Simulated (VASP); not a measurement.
Wanted: the native input for a VASP 6.6.1 run.

```yaml
Task: single point
Functional: PBE
Potentials_or_basis: VASP PAW PBE potentials, release 64 (Zr_sv, N)
Cutoff: 600 eV
k_mesh: 10 × 10 × 10
Occupations: fermi-dirac, width 0.05 eV
Spin: no spin polarisation
Dipole_correction: no
Further_INCAR_settings: ALGO = Normal; EDIFF = 1e-06; NBANDS = 16
```

The structure of ZrN lies in POSCAR:

```
ZrN
1.0
    0.0000000000      2.2689151084      2.2689151084
    2.2689151084      0.0000000000      2.2689151084
    2.2689151084      2.2689151084      0.0000000000
Zr N
1 1
Direct
    0.5000000000      0.5000000000      0.5000000000
    0.0000000000      0.0000000000      0.0000000000
```

One way to write it, as run:

INCAR

```
SYSTEM = ZrN
PREC = Accurate
ENCUT = 600
EDIFF = 1E-6
ISMEAR = -1
SIGMA = 0.05
LREAL = .False.
LASPH = .True.
NELM = 120
ALGO = Normal
ISIF = 2
LWAVE = .False.
LCHARG = .False.
GGA = PE
NBANDS = 16
GGA_COMPAT = .False.
```

KPOINTS

```
Automatic mesh
0
Gamma
  10 10 10
  0 0 0
```

Potentials or basis: VASP PAW PBE potentials, release 64 (Zr_sv, N).

Run with:

```sh
$ cat potpaw_PBE.64/Zr_sv/POTCAR potpaw_PBE.64/N/POTCAR > POTCAR
$ mpirun -np 1 vasp_std > vasp.out
```

Results of the run:

The pressure is 10.3 GPa.

Run time: 29 s on 1 thread of Intel Xeon 6975P-C (shared host), peak memory 0.17 GiB.
